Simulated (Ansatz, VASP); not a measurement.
## LaB6: VASP beside Ansatz

```
La B
1.0
     4.23364    0.00000    0.00000
     0.00000    4.23364    0.00000
     0.00000    0.00000    4.23364
La B
1 6
Direct
  0.00000 0.00000 0.00000
  0.20093 0.50000 0.50000
  0.50000 0.20093 0.50000
  0.79907 0.50000 0.50000
  0.50000 0.79907 0.50000
  0.50000 0.50000 0.20093
  0.50000 0.50000 0.79907
```

Alike in both runs: functional r2SCAN; k mesh 8 × 8 × 8; occupations fermi-dirac, width 0.1 eV; no spin polarisation.

Ansatz relaxed the structure, and its values are those at the end. VASP's run is a single point on that final structure, the one shown.

|  | VASP | Ansatz |
| --- | --- | --- |
| version | VASP 6.6.1 | Ansatz 0.2.0 |
| potentials or method | VASP PAW PBE potentials, release 64 (La, B), cutoff 520 eV | PAW plane waves |
| valence electrons in the cell | 29 | 29 |

Ansatz gave:

- pressure (GPa): -9.4
- rms of the force components (eV/Å): 0.000

Question: Estimate VASP's values.

Answer: Pressure (GPa): -9.4; rms of the force components (eV/Å): 0.008.

VASP's potentials were made for PBE, not for r2SCAN. Ansatz's warnings: stress scf threshold loose.

Neither program's run includes spin-orbit coupling.
